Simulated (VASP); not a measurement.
# Cr (I4/mmm) in VASP: further runs, part 2 of 2

VASP 6.6.1. The steps go on from the part before.

**4. Single point, LDA, collinear spin, antiferromagnetic start**

This run uses another cell than the first one, of 11.07 Å³/atom, 1.136 times its volume.

INCAR reads:

```
ALGO = Normal ; EDIFF = 1E-6
ENCUT = 520 ; GGA = CA
ISIF = 2 ; ISMEAR = -1
ISPIN = 2 ; LASPH = T
LCHARG = F ; LMAXMIX = 4
LORBIT = 11 ; LREAL = F
LWAVE = F ; MAGMOM = 1.5 -1.5
NBANDS = 23 ; NELM = 150
PREC = Accurate ; SIGMA = 0.05
```

KPOINTS reads:

```
k-points
0
Gamma
  15 15 9
```

POSCAR reads:

```
Cr
1.0
    2.3097714964      0.0000000000      0.0000000000
    0.0000000000      2.3097714964      0.0000000000
    0.0000000000      0.0000000000      4.1515091017
Cr
2
Direct
    1.0000000000      0.0000000000      0.0000000000
    0.5000000000      0.5000000000      0.5000000000
```

Potentials or basis: VASP PAW LDA potentials, release 64 (Cr_pv).

Started as:

```sh
> cat potpaw_LDA.64/Cr_pv/POTCAR > POTCAR
> mpirun -np 1 vasp_std > vasp.out
```

OUTCAR:

```text
EDIFF = 1E-6
   ENCUT = 520
   GGA = CA
   ISIF = 2
   ISMEAR = -1
   ISPIN = 2
   LASPH = T
   LORBIT = 11
   LREAL = F
   NELM = 150
   PREC = Accurate

 ion  position               nearest neighbor table
   1  0.000  0.000  0.000-   2 2.64   2 2.64   2 2.64   2 2.64   2 2.64   2 2.64   2 2.64   2 2.64

   2  0.500  0.500  0.500-   1 2.64   1 2.64   1 2.64   1 2.64   1 2.64   1 2.64   1 2.64   1 2.64

  LATTYP: Found a simple tetragonal cell.
 ALAT       =     2.3097714964
 C/A-ratio  =     1.7973678817

  Lattice vectors:

 A1 = (   2.3097714964,   0.0000000000,   0.0000000000)
 A2 = (   0.0000000000,   2.3097714964,   0.0000000000)
 A3 = (   0.0000000000,   0.0000000000,   4.1515091017)

Analysis of symmetry for initial positions (statically):
=====================================================================
 Subroutine PRICEL returns following result:

  LATTYP: Found a body centered tetragonal cell.
 ALAT       =     2.3097714964
 C/A-ratio  =     1.7973678817
[... 12 lines left out ...]
 Subroutine GETGRP returns: Found 16 space group operations
 (whereof 16 operations were pure point group operations)
 out of a pool of 16 trial point group operations.

The static configuration has the point symmetry D_4h.

Analysis of symmetry for dynamics (positions and initial velocities):
=====================================================================
 Subroutine PRICEL returns following result:

  LATTYP: Found a body centered tetragonal cell.
 ALAT       =     2.3097714964
 C/A-ratio  =     1.7973678817
[... 12 lines left out ...]
 Subroutine GETGRP returns: Found 16 space group operations
 (whereof 16 operations were pure point group operations)
 out of a pool of 16 trial point group operations.

The dynamic configuration has the point symmetry D_4h.

Analysis of structural, dynamic, and magnetic symmetry:
=====================================================================
 Subroutine PRICEL returns following result:

  LATTYP: Found a body centered tetragonal cell.
 ALAT       =     2.3097714964
 C/A-ratio  =     1.7973678817
[... 12 lines left out ...]
 Subroutine GETGRP returns: Found 16 space group operations
 (whereof 16 operations were pure point group operations)
 out of a pool of 16 trial point group operations.

The overall configuration has the point symmetry D_4h.

 Subroutine INISYM returns: Found 16 space group operations
 (whereof 16 operations are pure point group operations),
 and found     2 'primitive' translations

----------------------------------------------------------------------------------------

                                     Primitive cell

  volume of cell :      11.0742

  direct lattice vectors                    reciprocal lattice vectors
     1.154885748 -1.154885748 -2.075754551     0.432943259  0.000000000 -0.240876263
    -1.154885748  1.154885748 -2.075754551    -0.000000000  0.432943259 -0.240876263
     1.154885748  1.154885748  2.075754551     0.432943259  0.432943259  0.000000000

  length of vectors
     2.641264685  2.641264685  2.641264685     0.495440451  0.495440451  0.612274229

  position of ions in fractional coordinates (direct lattice)
     0.000000000  0.000000000  0.000000000

  ion indices of the primitive-cell ions
   primitive index   ion index
                 1           1

----------------------------------------------------------------------------------------
[... 66 lines left out ...]
   LSORBIT =      F    spin-orbit coupling
   LASPH  =      T    aspherical Exc in radial PAW
   ENCUT  =  520.0 eV  38.22 Ry    6.18 a.u.   4.29  4.29  7.72*2*pi/ulx,y,z
   NELM   =    150;   NELMIN=  2; NELMDL= -5     # of ELM steps
   EDIFF  = 0.1E-05   stopping-criterion for ELM
   LREAL  =      F    real-space projection
   EDIFFG = 0.1E-04   stopping-criterion for IOM
   NSW    =      0    number of steps for IOM
   IBRION =     -1    ionic relax: 0-MD 1-quasi-New 2-CG
   NFREE  =      0    steps in history (QN), initial steepest desc. (CG)
   ISIF   =      2    stress and relaxation
   ISYM   =      2    0-nonsym 1-usesym 2-fastsym
   POTIM  = 0.5000    time-step for ionic-motion
   TEBEG  =    0.0;   TEEND  =   0.0 temperature during run
   PSTRESS=    0.0 pullay stress
   NELECT =      24.0000    total number of electrons
   NUPDOWN=      -1.0000    fix difference up-down
   EMIN   =  10.00;   EMAX   =-10.00  energy-range for DOS
   EFERMI =   0.00;   METHOD = LEGACY
   ISMEAR =    -1;   SIGMA  =   0.05  broadening in eV -4-tet -1-fermi 0-gaus
   EFERMI_NEDOS =   21; number of points for ismear=-14 and -15
   IALGO  =     38    algorithm
   IMIX   =      4    mixing-type and parameters
     AMIX     =   0.40;   BMIX     =  1.00
     AMIX_MAG =   1.60;   BMIX_MAG =  1.00
  volume/ion in A,a.u.               =      11.07        74.73
  Fermi-wavevector in a.u.,A,eV,Ry     =   1.681501  3.177577 38.469752  2.827447
  Thomas-Fermi vector in A             =   2.765047
   LORBIT       =     11    0 simple, 1 ext, 2 COOP (PROOUT), +10 PAW based schemes
   GGA     = CA    functional components
   LHFCALC =     F    Hartree Fock is set to
   AEXX    =    0.0000 exact exchange contribution
   IVDW    =     0    specifies the selected vdW correction
   LEPSILON=     F    determine dielectric tensor
   LRPA    =     F    only Hartree local field effects (RPA)
 spin polarized calculation
  energy-cutoff  :      520.00
  volume of cell :       22.15
 maximum number of plane-waves:       611
 NGX is ok and might be reduce to    18
   NGX =  9   NGY =  9   NGZ = 15

 number of electron      23.9999986 magnetization       0.0000000

 number of electron      23.9999986 magnetization      -0.0000000

 Free energy of the ion-electron system (eV)
  ---------------------------------------------------
  ext. energy  EPLUGINS =         0.00000000
  ---------------------------------------------------
  free energy    TOTEN  =       -20.71884060 eV

  energy without entropy =      -20.70223777  energy(sigma->0) =      -20.71053918

 E-fermi :  11.4996     XC(G=0): -14.2263

 val. band max:       11.4960833902   @ k =   0.2667   0.2000   0.1111
 cond. band min:      11.4999324013   @ k =   0.2000   0.1333   0.0000
 fundamental gap:      0.0038490111
 Fermi energy:        11.4995920893

 spin component 1

 k-point     1 :       0.0000    0.0000    0.0000
  band No.  band energies     occupation
      1     -31.7408      1.00000
      2     -30.9355      1.00000
      3     -30.8170      1.00000
      4     -30.8170      1.00000
      5     -30.6661      1.00000
      6     -30.6661      1.00000
[... 613 lines left out ...]
     22      22.8714      0.00000
     23      28.5283      0.00000

 [... further k-points ...]

 spin component 2

 k-point     1 :       0.0000    0.0000    0.0000
  band No.  band energies     occupation
      1     -31.7408      1.00000
      2     -30.9355      1.00000
      3     -30.8170      1.00000
      4     -30.8170      1.00000
      5     -30.6661      1.00000
      6     -30.6661      1.00000
[... 613 lines left out ...]
     22      22.8714      0.00000
     23      28.5283      0.00000

 [... further k-points ...]

------------------------ aborting loop because EDIFF is reached ----------------------------------------

  FORCE on cell =-STRESS in cart. coord.  units (eV):
  Direction    XX          YY          ZZ          XY          YZ          ZX
  --------------------------------------------------------------------------------------
  -------------------------------------------------------------------------------------
  Total       -0.1230455     -0.1230455      0.2276981      0.0000000     -0.0000000     -0.0000000
  in kB       -8.9008682     -8.9008682     16.4712290      0.0000000     -0.0000000     -0.0000000
  external PRESSURE =      -0.4435025 kB  Pullay stress =       0.0000000 kB

 VOLUME and BASIS-vectors are now :
 -----------------------------------------------------------------------------
  energy-cutoff  :      520.00
  volume of cell :       22.15
      direct lattice vectors                 reciprocal lattice vectors
     2.309771496  0.000000000  0.000000000     0.432943259  0.000000000  0.000000000
     0.000000000  2.309771496  0.000000000     0.000000000  0.432943259  0.000000000
     0.000000000  0.000000000  4.151509102     0.000000000  0.000000000  0.240876263

 POSITION                                       TOTAL-FORCE (eV/Angst)
 -----------------------------------------------------------------------------------
      0.00000      0.00000      0.00000        -0.000000     -0.000000     -0.000000
      1.15489      1.15489      2.07575         0.000000      0.000000      0.000000
 -----------------------------------------------------------------------------------
    total drift:                                0.000000     -0.000000     -0.000000

  FREE ENERGIE OF THE ION-ELECTRON SYSTEM (eV)
  ---------------------------------------------------
  free  energy   TOTEN  =       -20.7188405993 eV

  energy  without entropy=      -20.7022377669  energy(sigma->0) =      -20.71053918

 total charge

# of ion       s       p       d       tot
------------------------------------------
    1        0.443   6.415   4.335  11.194
    2        0.443   6.415   4.335  11.194
--------------------------------------------------
tot          0.887  12.830   8.671  22.387

 magnetization (x)

# of ion       s       p       d       tot
------------------------------------------
    1        0.000   0.000  -0.000  -0.000
    2       -0.000  -0.000   0.000   0.000
--------------------------------------------------
tot          0.000   0.000   0.000   0.000
```

OSZICAR:

```text
N       E                     dE             d eps       ncg     rms          rms(c)
DAV:   1     0.239981743939E+03    0.23998E+03   -0.13107E+04 16640   0.130E+03
DAV:   2    -0.152926953560E+02   -0.25527E+03   -0.24525E+03 17050   0.379E+02
DAV:   3    -0.231828693592E+02   -0.78902E+01   -0.78261E+01 20487   0.798E+01
DAV:   4    -0.232484669716E+02   -0.65598E-01   -0.65542E-01 17588   0.735E+00
DAV:   5    -0.232493331268E+02   -0.86616E-03   -0.86615E-03 18408   0.793E-01    0.183E+01
DAV:   6    -0.207229741289E+02    0.25264E+01   -0.90236E+00 17722   0.351E+01    0.358E+00
DAV:   7    -0.207441538862E+02   -0.21180E-01   -0.28319E-01 18268   0.411E+00    0.226E+00
DAV:   8    -0.207316578376E+02    0.12496E-01   -0.79565E-03 19234   0.109E+00    0.823E-01
DAV:   9    -0.207188418204E+02    0.12816E-01   -0.10096E-02 19158   0.105E+00    0.212E-01
DAV:  10    -0.207187811152E+02    0.60705E-04   -0.86011E-04 17421   0.362E-01    0.731E-02
DAV:  11    -0.207188353445E+02   -0.54229E-04   -0.18150E-04 20366   0.108E-01    0.271E-02
DAV:  12    -0.207188388497E+02   -0.35052E-05   -0.13128E-05 18408   0.298E-02    0.729E-03
DAV:  13    -0.207188401952E+02   -0.13456E-05   -0.42312E-07  9575   0.558E-03    0.365E-03
DAV:  14    -0.207188405993E+02   -0.40410E-06   -0.14786E-07  8966   0.439E-03
   1 F= -.20718841E+02 E0= -.20710539E+02  d E =-.166028E-01  mag=    -0.0000
```

Wall time 1.7 min (1 thread of Intel Xeon Platinum 8259CL at 2.50GHz (Skylake/Cascade Lake), shared host); peak memory 0.22 GiB.

Results:

- Free energy: -20.7188 eV
- Pressure: 0.0 GPa
- Band gap on the k mesh: zero (filled and empty bands overlap)
- Net moment: 0.00 μB per cell
- Valence electrons inside the program's atomic spheres: Cr 11.19

Caveat: the starting moments collapsed, and a magnetic state may lie lower.
